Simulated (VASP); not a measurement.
A run of VASP 6.6.1 is set up as follows.

The input INCAR:

```
PREC = Accurate ; ENCUT = 520
EDIFF = 1E-6 ; ISMEAR = 0
SIGMA = 0.02 ; LREAL = False
LASPH = True ; NELM = 80
ALGO = Normal ; ISIF = 2
LWAVE = False ; LCHARG = False
NBANDS = 16
```

The input KPOINTS:

```
regular mesh
0
Gamma
  8 8 8
```

Contents of POSCAR:

```
GaSb
1.0
   -2.7534340000      2.7534340000      1.6066140700
    2.7534340000     -2.7534340000      1.6066140700
    2.7534340000      2.7534340000     -1.6066140700
Ga Sb
1 1
Direct
    0.2500000000      0.7500000000      0.5000000000
    0.0000000000      0.0000000000      0.0000000000
```

Potentials or basis: VASP PAW LDA potentials, release 64 (Ga_d, Sb).

Launch:

```sh
$ cat potpaw_LDA.64/Ga_d/POTCAR potpaw_LDA.64/Sb/POTCAR > POTCAR
$ mpirun -np 1 vasp_std > vasp.out
```

Question: Estimate the band gap on the k mesh.

Answer: Zero (band 9 reaches 8.05 eV, above the bottom of band 10 at 4.26 eV).

Question: Estimate the pressure.

Answer: -4.5 GPa.

Stress tensor (GPa, compression positive):
```
-4.86  0.00  0.00
 0.00 -4.86  0.00
 0.00  0.00 -3.78
```

Caveat: spin-orbit coupling is left out, which moves the levels of the heavy elements.
